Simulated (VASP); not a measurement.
Here is a VASP 6.6.1 calculation.

Contents of INCAR:

```
SYSTEM = P
PREC = Accurate ; ENCUT = 400
EDIFF = 1E-8 ; ISMEAR = -1
SIGMA = 0.08 ; LREAL = .False.
LASPH = .True. ; NELM = 120
ALGO = Normal ; ISIF = 2
LWAVE = .False. ; LCHARG = .False.
GGA = PS ; LEFG = .True.
NBANDS = 8 ; GGA_COMPAT = .False.
```

File KPOINTS:

```
Automatic mesh
0
Gamma
  10 10 9
  0 0 0
```

Contents of POSCAR:

```
P
1.0
    4.2442267795      0.0000000000      0.0000000000
    0.0000000000      4.2442267795      0.0000000000
    0.0000000000      0.0000000000      4.3486165643
P
1
Direct
    0.0000000000      0.0000000000      0.0000000000
```

Potentials or basis: VASP PAW PBE potentials, release 64 (P).

The run is started by

```console
$ cat potpaw_PBE.64/P/POTCAR > POTCAR
$ mpirun -np 1 vasp_std > vasp.out
```

Task: Estimate the pressure.

Result: -4.0 GPa.

Electric field gradients, principal values (V/Å²):
```tsv
atom	least	middle	greatest (by size)
1 P	0.368	0.368	-0.735
```

Caveat: without QUAD_EFG the Cq values of the log hold for a quadrupole moment of 1 mb, not for the nuclei; the PAW data sets were made with another functional, which shifts forces and pressure a little.
